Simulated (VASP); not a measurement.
# Re: single point with BLYP

Re:

```
Re
1.0
     2.69717    0.00000    0.00000
    -1.34858    2.33582    0.00000
     0.00000    0.00000    8.67597
Re
4
Cartesian
  2.6972 0.0000 8.6760
  2.6972 0.0000 4.3380
  0.0000 1.5572 2.1690
  1.3486 0.7786 6.5070
```

```yaml
Program: VASP 6.6.1
Task: single point
Functional: BLYP
Potentials_or_basis: VASP PAW PBE potentials, release 64 (Re)
Cutoff: 520 eV
k_mesh: 14 × 14 × 4
Occupations: fermi-dirac, width 0.1 eV
Spin: no spin polarisation
Dipole_correction: no
Further_INCAR_settings: ALGO = Normal; EDIFF = 1e-06; NBANDS = 22
```

- Pressure: 59.0 GPa
- Band gap on the k mesh: zero (bands 14 and 15 overlap by 3.13 eV)

Levels at points of the mesh, in eV from the Fermi level:
| k point | band 10 | band 11 | band 12 | band 13 | band 14 | band 15 | band 16 | band 17 | band 18 | band 19 |
| --- | --- | --- | --- | --- | --- | --- | --- | --- | --- | --- |
| (0.00, 0.00, 0.00) | -2.27 | -1.90 | -1.50 | -1.50 | -1.38 | -1.38 | 0.55 | 0.55 | 1.02 | 1.51 |
| (0.50, 0.00, 0.00) | -2.17 | -0.88 | 0.21 | 0.21 | 1.60 | 2.66 | 4.21 | 4.26 | 4.42 | 4.50 |
| (0.00, 0.00, 0.50) | -2.09 | -1.76 | -1.76 | -1.76 | -1.76 | -0.86 | -0.86 | 1.16 | 1.16 | 1.16 |
| (0.50, 0.00, 0.50) | -1.74 | -0.50 | -0.50 | 0.46 | 0.46 | 2.91 | 2.91 | 4.28 | 4.28 | 4.76 |

It took 2.9 min on 1 thread of Intel Xeon 8259CL (shared host), peak memory 0.21 GiB.

Caveat: the cell stands under pressure; the PAW data sets were made with another functional, which shifts forces and pressure a little; spin-orbit coupling is left out, which moves the levels of the heavy elements.
